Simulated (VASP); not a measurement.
A run of VASP 6.6.1 is set up as follows.

Contents of INCAR:

```
PREC     = Accurate       # precision mode
ENCUT    = 600            # plane-wave cutoff, eV
EDIFF    = 1E-6           # SCF threshold, eV
ISMEAR   = -1             # smearing method
SIGMA    = 0.1            # smearing width, eV
LREAL    = False          # projectors in reciprocal space
LASPH    = True           # aspherical terms in the spheres
NELM     = 100            # most SCF steps
ALGO     = Normal         # electronic algorithm
ISIF     = 3              # what is computed and relaxed
LWAVE    = False          # write WAVECAR
LCHARG   = False          # write CHGCAR
IBRION   = 2              # ionic algorithm
NSW      = 60             # ionic steps
EDIFFG   = -0.005         # ionic threshold
PSTRESS  = 88.0
```

KPOINTS

```
regular mesh
0
Gamma
  12 12 4
```

Contents of POSCAR:

```
Sc
1.0
    3.0422894711      0.0000000000      0.0000000000
   -1.5211447356      2.6346999676      0.0000000000
    0.0000000000      0.0000000000      9.8874407811
Sc
4
Direct
    0.0000000000      0.0000000000      0.0000000000
    0.0000000000      0.0000000000      0.5000000000
    0.3333333333      0.6666666667      0.2500000000
    0.6666666667      0.3333333333      0.7500000000
```

Potentials or basis: VASP PAW LDA potentials, release 64 (Sc_sv).

Launch:

```sh
$ cat potpaw_LDA.64/Sc_sv/POTCAR > POTCAR
$ mpirun -np 1 vasp_std > vasp.out
```

(1) What does it give for the space group after relaxing (to 0.1 Å)?

(2) What does it give for the band gap on the k mesh?

(3) Predict the relaxed volume.

(4) What does it give for the relaxed cell?

Results:

(1) P6_3/mmc (No. 194).

(2) zero (bands 22 and 23 overlap by 1.43 eV).

(3) 19.88 Å³/atom.

(4) a = 3.060 Å, b = 3.060 Å, c = 9.808 Å, α = 90.00°, β = 90.00°, γ = 120.00°.

Caveat: the cell is relaxed towards a set pressure, so the run minimises the enthalpy, not the energy.
